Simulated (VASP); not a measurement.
# Cr (Im-3m) in VASP: single point with PBE

Aim: the single point of Cr with PBE.

Program: VASP 6.6.1. These are calculated values, not measurements. Logs are shortened: lines on timing, memory, paths and dates and some standing lists are left out, and cuts for length are marked.

## Step 1: The cell of the first run

Symmetry: Im-3m, No. 229, cubic system. Conventional cell: a = 2.894 Å, b = 2.894 Å, c = 2.894 Å, α = 90.00°, β = 90.00°, γ = 90.00°. Cr (site symmetry m-3m) has 14 Cr at 2.51 to 2.89 Å within 3.3 Å.

## Step 2: Single point, PBE, collinear spin, antiferromagnetic start

INCAR reads:

```
ALGO     = Normal         # electronic algorithm
EDIFF    = 1E-6           # SCF threshold, eV
ENCUT    = 520            # plane-wave cutoff, eV
GGA      = PE             # functional
ISIF     = 2              # what is computed and relaxed
ISMEAR   = -1             # smearing method
ISPIN    = 2              # spin polarisation
LASPH    = True           # aspherical terms in the spheres
LCHARG   = False          # write CHGCAR
LMAXMIX  = 4              # l up to which the mixer works
LORBIT   = 11             # projections on sites
LREAL    = False          # projectors in reciprocal space
LWAVE    = False          # write WAVECAR
MAGMOM   = 1.5 -1.5       # initial moments
NBANDS   = 23             # bands
NELM     = 150            # most SCF steps
PREC     = Accurate       # precision mode
SIGMA    = 0.01           # smearing width, eV
```

KPOINTS reads:

```
k-points
0
Gamma
  16 16 16
```

POSCAR reads:

```
Cr
1.0
    2.8944109556      0.0000000000      0.0000000000
    0.0000000000      2.8944109556      0.0000000000
    0.0000000000      0.0000000000      2.8944109556
Cr
2
Direct
    0.0000000000      0.0000000000      0.0000000000
    0.5000000000      0.5000000000      0.5000000000
```

Potentials or basis: VASP PAW PBE potentials, release 64 (Cr_pv).

Started as:

```
cat potpaw_PBE.64/Cr_pv/POTCAR > POTCAR
mpirun -np 1 vasp_std > vasp.out
```

OUTCAR:

```text
EDIFF = 1E-6
   ENCUT = 520
   GGA = PE
   ISIF = 2
   ISMEAR = -1
   ISPIN = 2
   LASPH = True
   LORBIT = 11
   LREAL = False
   NELM = 150
   PREC = Accurate

 ion  position               nearest neighbor table
   1  0.000  0.000  0.000-   2 2.51   2 2.51   2 2.51   2 2.51   2 2.51   2 2.51   2 2.51   2 2.51

   2  0.500  0.500  0.500-   1 2.51   1 2.51   1 2.51   1 2.51   1 2.51   1 2.51   1 2.51   1 2.51

  LATTYP: Found a simple cubic cell.
 ALAT       =     2.8944109556

  Lattice vectors:

 A1 = (   2.8944109556,   0.0000000000,   0.0000000000)
 A2 = (   0.0000000000,   2.8944109556,   0.0000000000)
 A3 = (   0.0000000000,   0.0000000000,   2.8944109556)

Analysis of symmetry for initial positions (statically):
=====================================================================
 Subroutine PRICEL returns following result:

  LATTYP: Found a body centered cubic cell.
 ALAT       =     2.8944109556
[... 12 lines left out ...]
 Subroutine GETGRP returns: Found 48 space group operations
 (whereof 48 operations were pure point group operations)
 out of a pool of 48 trial point group operations.

The static configuration has the point symmetry O_h .

Analysis of symmetry for dynamics (positions and initial velocities):
=====================================================================
 Subroutine PRICEL returns following result:

  LATTYP: Found a body centered cubic cell.
 ALAT       =     2.8944109556
[... 12 lines left out ...]
 Subroutine GETGRP returns: Found 48 space group operations
 (whereof 48 operations were pure point group operations)
 out of a pool of 48 trial point group operations.

The dynamic configuration has the point symmetry O_h .

Analysis of structural, dynamic, and magnetic symmetry:
=====================================================================
 Subroutine PRICEL returns following result:

  LATTYP: Found a body centered cubic cell.
 ALAT       =     2.8944109556
[... 12 lines left out ...]
 Subroutine GETGRP returns: Found 48 space group operations
 (whereof 48 operations were pure point group operations)
 out of a pool of 48 trial point group operations.

The overall configuration has the point symmetry O_h .

 Subroutine INISYM returns: Found 48 space group operations
 (whereof 48 operations are pure point group operations),
 and found     2 'primitive' translations

----------------------------------------------------------------------------------------

                                     Primitive cell

  volume of cell :      12.1241

[... 103 lines left out ...]
   IALGO  =     38    algorithm
   IMIX   =      4    mixing-type and parameters
     AMIX     =   0.40;   BMIX     =  1.00
     AMIX_MAG =   1.60;   BMIX_MAG =  1.00
  volume/ion in A,a.u.               =      12.12        81.82
  Fermi-wavevector in a.u.,A,eV,Ry     =   1.631492  3.083074 36.215544  2.661767
  Thomas-Fermi vector in A             =   2.723619
   LORBIT       =     11    0 simple, 1 ext, 2 COOP (PROOUT), +10 PAW based schemes
   GGA     = PE    functional components
   LHFCALC =     F    Hartree Fock is set to
   AEXX    =    0.0000 exact exchange contribution
   IVDW    =     0    specifies the selected vdW correction
   LEPSILON=     F    determine dielectric tensor
   LRPA    =     F    only Hartree local field effects (RPA)
 spin polarized calculation
  energy-cutoff  :      520.00
  volume of cell :       24.25
 maximum number of plane-waves:       672
 NGX is ok and might be reduce to    24
   NGX = 11   NGY = 11   NGZ = 11

 number of electron      23.9999987 magnetization       0.0000000

 number of electron      23.9999987 magnetization      -0.0000000

 Free energy of the ion-electron system (eV)
  ---------------------------------------------------
  ext. energy  EPLUGINS =         0.00000000
  ---------------------------------------------------
  free energy    TOTEN  =       -19.04979076 eV

  energy without entropy =      -19.04943099  energy(sigma->0) =      -19.04961088

 E-fermi :  10.2536     XC(G=0): -13.3691

 val. band max:       10.2502435040   @ k =   0.5000   0.3750   0.0625
 cond. band min:      10.2590363411   @ k =   0.4375   0.1250   0.0625
 fundamental gap:      0.0087928371
 Fermi energy:        10.2535868273

 spin component 1

 k-point     1 :       0.0000    0.0000    0.0000
  band No.  band energies     occupation
      1     -33.3219      1.00000
      2     -33.3219      1.00000
      3     -33.3219      1.00000
      4     -31.8899      1.00000
      5     -31.8899      1.00000
      6     -31.8899      1.00000
[... 613 lines left out ...]
     22      25.1797      0.00000
     23      28.3200      0.00000

 [... further k-points ...]

 spin component 2

 k-point     1 :       0.0000    0.0000    0.0000
  band No.  band energies     occupation
      1     -33.3219      1.00000
      2     -33.3219      1.00000
      3     -33.3219      1.00000
      4     -31.8899      1.00000
      5     -31.8899      1.00000
      6     -31.8899      1.00000
[... 613 lines left out ...]
     22      25.1797      0.00000
     23      28.3200      0.00000

 [... further k-points ...]
[... 5 lines left out ...]
  --------------------------------------------------------------------------------------
  -------------------------------------------------------------------------------------
  Total       -0.7184532     -0.7184532     -0.7184532     -0.0000000      0.0000000     -0.0000000
  in kB      -47.4710116    -47.4710116    -47.4710116     -0.0000000      0.0000000     -0.0000000
  external PRESSURE =     -47.4710116 kB  Pullay stress =       0.0000000 kB

 VOLUME and BASIS-vectors are now :
 -----------------------------------------------------------------------------
  energy-cutoff  :      520.00
  volume of cell :       24.25
      direct lattice vectors                 reciprocal lattice vectors
     2.894410956  0.000000000  0.000000000     0.345493441  0.000000000  0.000000000
     0.000000000  2.894410956  0.000000000     0.000000000  0.345493441  0.000000000
     0.000000000  0.000000000  2.894410956     0.000000000  0.000000000  0.345493441

 POSITION                                       TOTAL-FORCE (eV/Angst)
 -----------------------------------------------------------------------------------
      0.00000      0.00000      0.00000         0.000000      0.000000      0.000000
      1.44721      1.44721      1.44721        -0.000000     -0.000000     -0.000000
 -----------------------------------------------------------------------------------
    total drift:                                0.000000      0.000000     -0.000000

  FREE ENERGIE OF THE ION-ELECTRON SYSTEM (eV)
  ---------------------------------------------------
  free  energy   TOTEN  =       -19.0497907602 eV

  energy  without entropy=      -19.0494309911  energy(sigma->0) =      -19.04961088

 total charge

# of ion       s       p       d       tot
------------------------------------------
    1        0.423   6.374   4.164  10.961
    2        0.423   6.374   4.164  10.961
--------------------------------------------------
tot          0.846  12.748   8.327  21.921

 magnetization (x)

# of ion       s       p       d       tot
------------------------------------------
    1        0.017   0.011   1.296   1.324
    2       -0.017  -0.011  -1.296  -1.324
--------------------------------------------------
tot          0.000   0.000  -0.000  -0.000
```

It took 91 s on 1 thread of Intel Xeon 6975P-C, shared host; peak memory 0.24 GiB.

Results:

```yaml
Free_energy: -19.0498 eV
Pressure: -4.7 GPa
Band_gap_on_the_k_mesh: zero (filled and empty bands overlap)
Net_moment: 0.00 μB per cell
Site_moments: Cr +1.32, -1.32 μB
Valence_electrons_inside_the_program's_atomic_spheres: Cr 10.96
```
